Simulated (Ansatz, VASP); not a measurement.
**Two plane-wave programs on Ge**

```
Ge
1.0
    -2.57449    2.57449    1.39741
     2.57449   -2.57449    1.39741
     2.57449    2.57449   -1.39741
Ge
2
Direct
  0.50000 0.50000 0.00000
  0.25000 0.75000 0.50000
```

Alike in both runs: functional LDA; k mesh 8 × 8 × 8; occupations fermi-dirac, width 0.05 eV; non-collinear spin, spin-orbit coupling.

```csv
,VASP,Ansatz
version,VASP 6.6.1,Ansatz 0.2.0
potentials or method,"VASP PAW LDA potentials, release 64 (Ge_d)",Ansatz PAW
plane-wave cutoff (eV),520,420
valence electrons in the cell,28,28
task,single point,band structure
```

Ansatz gave:

| Item | Value |
| --- | --- |
| pressure (GPa) | -2.6 |
| traceless stress, the component that is largest in VASP (GPa) | 3.10 |
| net moment per atom (μB) | 0.00 |

**Question.** What did VASP give for the same quantities?

**Answer.** Pressure (GPa): -2.5; traceless stress, the component that is largest in VASP (GPa): 3.11; net moment per atom (μB): 0.00.

LDA's correlation is that of Perdew and Zunger in VASP and of Perdew and Wang (1992) in Ansatz.
